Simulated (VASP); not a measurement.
# Rh (P6_3/mmc) in VASP: further runs

The runs below take Rh through single point, with PBEsol.

Everything below comes from runs of VASP 6.6.1. Logs are shortened: lines on timing, memory, paths and dates and some standing lists are left out, and cuts for length are marked.

## Step 1: The cell of the first run

Symmetry: P6_3/mmc, No. 194, hexagonal system. The conventional cell has a = 2.690 Å, b = 2.690 Å, c = 4.495 Å, α = 90.00°, β = 90.00°, γ = 120.00°. Rh (site symmetry -6m2) has 12 Rh at 2.69 to 2.73 Å within 3.5 Å.

This isn't the form of Rh at room conditions, which is fcc.

## Step 2: Single point, PBEsol (strain -0.015 along x and y, +0.015 along z)

Input file INCAR:

```
PREC = Accurate
ENCUT = 500
EDIFF = 1E-6
ISMEAR = 0
SIGMA = 0.15
LREAL = F
LASPH = T
NELM = 120
ALGO = Normal
ISIF = 2
LWAVE = F
LCHARG = F
GGA = PS
NBANDS = 22
GGA_COMPAT = F
```

Input file KPOINTS:

```
Automatic mesh
0
Gamma
  18 18 12
```

Input file POSCAR:

```
Rh
1.0
    2.6900143566      0.0000000000      0.0000000000
   -1.3450071783      2.3296207694      0.0000000000
    0.0000000000      0.0000000000      4.4949163350
Rh
2
Direct
    0.6666666667      0.3333333333      0.7500000000
    0.3333333333      0.6666666667      0.2500000000
```

Potentials or basis: VASP PAW PBE potentials, release 64 (Rh_pv).

Command:

```console
> cat potpaw_PBE.64/Rh_pv/POTCAR > POTCAR
> mpirun -np 1 vasp_std > vasp.out
```

OUTCAR:

```text
PREC = Accurate
   ENCUT = 500
   EDIFF = 1E-6
   ISMEAR = 0
   LREAL = F
   LASPH = T
   NELM = 120
   ISIF = 2
   GGA = PS

 ion  position               nearest neighbor table
   1  0.667  0.333  0.750-   2 2.73   2 2.73   2 2.73   2 2.73   2 2.73   2 2.73
   2  0.333  0.667  0.250-   1 2.73   1 2.73   1 2.73   1 2.73   1 2.73   1 2.73

  LATTYP: Found a hexagonal cell.
 ALAT       =     2.6900143566
 C/A-ratio  =     1.6709636973

  Lattice vectors:

 A1 = (   2.6900143566,   0.0000000000,   0.0000000000)
 A2 = (  -1.3450071783,   2.3296207694,   0.0000000000)
 A3 = (   0.0000000000,   0.0000000000,   4.4949163350)

Analysis of symmetry for initial positions (statically):
=====================================================================
 Subroutine PRICEL returns:
 Original cell was already a primitive cell.

 Routine SETGRP: Setting up the symmetry group for a
 hexagonal supercell.

 Subroutine GETGRP returns: Found 24 space group operations
 (whereof 12 operations were pure point group operations)
 out of a pool of 24 trial point group operations.

The static configuration has the point symmetry D_3d.
 The point group associated with its full space group is D_6h.

Analysis of symmetry for dynamics (positions and initial velocities):
=====================================================================
 Subroutine PRICEL returns:
 Original cell was already a primitive cell.

 Routine SETGRP: Setting up the symmetry group for a
 hexagonal supercell.

 Subroutine GETGRP returns: Found 24 space group operations
 (whereof 12 operations were pure point group operations)
 out of a pool of 24 trial point group operations.

The dynamic configuration has the point symmetry D_3d.
 The point group associated with its full space group is D_6h.

 Subroutine INISYM returns: Found 24 space group operations
 (whereof 12 operations are pure point group operations),
 and found     1 'primitive' translations

----------------------------------------------------------------------------------------

                                     Primitive cell

  volume of cell :      28.1684

  direct lattice vectors                    reciprocal lattice vectors
[... 80 lines left out ...]
   ICHARG =      2    charge: 1-file 2-atom 10-const
   ISPIN  =      1    spin polarized calculation?
   LNONCOLLINEAR =      F non collinear calculations
   LSORBIT =      F    spin-orbit coupling
   LASPH  =      T    aspherical Exc in radial PAW
   ENCUT  =  500.0 eV  36.75 Ry    6.06 a.u.   4.90  4.90  8.20*2*pi/ulx,y,z
   NELM   =    120;   NELMIN=  2; NELMDL= -5     # of ELM steps
   EDIFF  = 0.1E-05   stopping-criterion for ELM
   LREAL  =      F    real-space projection
   EDIFFG = 0.1E-04   stopping-criterion for IOM
   NSW    =      0    number of steps for IOM
   IBRION =     -1    ionic relax: 0-MD 1-quasi-New 2-CG
   NFREE  =      0    steps in history (QN), initial steepest desc. (CG)
   ISIF   =      2    stress and relaxation
   ISYM   =      2    0-nonsym 1-usesym 2-fastsym
   POTIM  = 0.5000    time-step for ionic-motion
   TEBEG  =    0.0;   TEEND  =   0.0 temperature during run
   PSTRESS=    0.0 pullay stress
   NELECT =      30.0000    total number of electrons
   NUPDOWN=      -1.0000    fix difference up-down
   EMIN   =  10.00;   EMAX   =-10.00  energy-range for DOS
   EFERMI =   0.00;   METHOD = LEGACY
   ISMEAR =     0;   SIGMA  =   0.15  broadening in eV -4-tet -1-fermi 0-gaus
   EFERMI_NEDOS =   21; number of points for ismear=-14 and -15
   IALGO  =     38    algorithm
   IMIX   =      4    mixing-type and parameters
     AMIX     =   0.40;   BMIX     =  1.00
     AMIX_MAG =   1.60;   BMIX_MAG =  1.00
  volume/ion in A,a.u.               =      14.08        95.04
  Fermi-wavevector in a.u.,A,eV,Ry     =   1.671840  3.159320 38.028960  2.795050
  Thomas-Fermi vector in A             =   2.757092
   LORBIT       =      0    0 simple, 1 ext, 2 COOP (PROOUT), +10 PAW based schemes
   GGA     = PS    functional components
   LHFCALC =     F    Hartree Fock is set to
   AEXX    =    0.0000 exact exchange contribution
   IVDW    =     0    specifies the selected vdW correction
   LEPSILON=     F    determine dielectric tensor
   LRPA    =     F    only Hartree local field effects (RPA)
 non-spin polarized calculation
 Gauss-broadening in eV      SIGMA  =   0.15
  energy-cutoff  :      500.00
  volume of cell :       28.17
 maximum number of plane-waves:       756
 NGX is ok and might be reduce to    20
   NGX =  9   NGY =  9   NGZ = 17

 number of electron      29.9999994 magnetization

 Free energy of the ion-electron system (eV)
  ---------------------------------------------------
  ext. energy  EPLUGINS =         0.00000000
  ---------------------------------------------------
  free energy    TOTEN  =       -16.15990472 eV

  energy without entropy =      -16.12193185  energy(sigma->0) =      -16.14091829

 E-fermi :  11.3846     XC(G=0): -14.0613

 val. band max:       11.3816126923   @ k =   0.4444   0.1111   0.1667
 cond. band min:      11.3858565061   @ k =   0.2222   0.0000   0.3333
 fundamental gap:      0.0042438137
 Fermi energy:        11.3846379151

 k-point     1 :       0.0000    0.0000    0.0000
  band No.  band energies     occupation
      1     -35.6032      2.00000
      2     -35.0342      2.00000
      3     -35.0342      2.00000
      4     -34.9652      2.00000
      5     -34.9518      2.00000
      6     -34.9518      2.00000
[... 589 lines left out ...]
     21      23.4457      0.00000
     22      25.8996      0.00000

 [... further k-points ...]

------------------------ aborting loop because EDIFF is reached ----------------------------------------

  FORCE on cell =-STRESS in cart. coord.  units (eV):
  Direction    XX          YY          ZZ          XY          YZ          ZX
  --------------------------------------------------------------------------------------
  -------------------------------------------------------------------------------------
  Total       -1.2269235     -1.2269235     -2.7880115     -0.0000000     -0.0000000      0.0000000
  in kB      -69.7857305    -69.7857305   -158.5782788     -0.0000000     -0.0000000      0.0000000
  external PRESSURE =     -99.3832466 kB  Pullay stress =       0.0000000 kB

 VOLUME and BASIS-vectors are now :
 -----------------------------------------------------------------------------
  energy-cutoff  :      500.00
  volume of cell :       28.17
      direct lattice vectors                 reciprocal lattice vectors
     2.690014357  0.000000000  0.000000000     0.371745228  0.214627207  0.000000000
    -1.345007178  2.329620769  0.000000000     0.000000000  0.429254415  0.000000000
     0.000000000  0.000000000  4.494916335     0.000000000  0.000000000  0.222473551

 POSITION                                       TOTAL-FORCE (eV/Angst)
 -----------------------------------------------------------------------------------
      1.34501      0.77654      3.37119        -0.000000      0.000000      0.000000
     -0.00000      1.55308      1.12373         0.000000     -0.000000      0.000000
 -----------------------------------------------------------------------------------
    total drift:                                0.000000     -0.000000      0.000000

  FREE ENERGIE OF THE ION-ELECTRON SYSTEM (eV)
  ---------------------------------------------------
  free  energy   TOTEN  =       -16.1599047207 eV

  energy  without entropy=      -16.1219318541  energy(sigma->0) =      -16.14091829
```

It took 2.6 min on 1 thread of Intel Xeon 8259CL, shared host; peak memory 0.24 GiB.

What came out:

| Item | Value |
| --- | --- |
| Free energy | -16.1599 eV |
| Pressure | -9.9 GPa |
| Band gap on the k mesh | zero (bands 15 and 16 overlap by 2.45 eV) |

Caveat: the cell differs from its parent crystal (strain -0.015 along x and y, +0.015 along z); the cell stands under tension; the PAW data sets were made with another functional, which shifts forces and pressure a little.

## Step 3: Single point, PBEsol (strain -0.015 along x and y, +0.030 along z)

INCAR is that of step 2.

KPOINTS is that of step 2.

POSCAR, as its differences from that of step 2:

```diff
@@ -4,3 +4,3 @@
    -1.3450071783      2.3296207694      0.0000000000
-    0.0000000000      0.0000000000      4.4949163350
+    0.0000000000      0.0000000000      4.5613436700
 Rh
```

Potentials or basis: VASP PAW PBE potentials, release 64 (Rh_pv).

Command:

```console
> cat potpaw_PBE.64/Rh_pv/POTCAR > POTCAR
> mpirun -np 1 vasp_std > vasp.out
```

Wall time 2.6 min (1 thread of Intel Xeon 8259CL, shared host); peak memory 0.23 GiB.

It converged, with:

```
Free energy            : -16.1124 eV
Pressure               : -13.0 GPa
Band gap on the k mesh : zero (bands 15 and 16 overlap by 2.44 eV)
```

Stress tensor (GPa, compression positive):
```
 -9.17   0.00   0.00
  0.00  -9.17   0.00
  0.00   0.00 -20.79
```

Levels at points of the mesh, in eV from the Fermi level:
```
           k point  band 13  band 14  band 15  band 16  band 17  band 18
(0.00, 0.00, 0.00)    -2.42    -1.46    -1.46     0.19     0.19     0.29
(0.50, 0.00, 0.00)    -1.88     0.49     0.65     0.87     3.02     5.08
(0.00, 0.00, 0.50)    -2.86    -2.86    -0.35    -0.35    -0.35    -0.35
(0.50, 0.00, 0.50)    -0.25    -0.25     0.78     0.78     2.64     2.64
```

Caveat: the cell differs from its parent crystal (strain -0.015 along x and y, +0.030 along z); the cell stands under tension; the PAW data sets were made with another functional, which shifts forces and pressure a little.

(Part 1 of 2 ends here.)
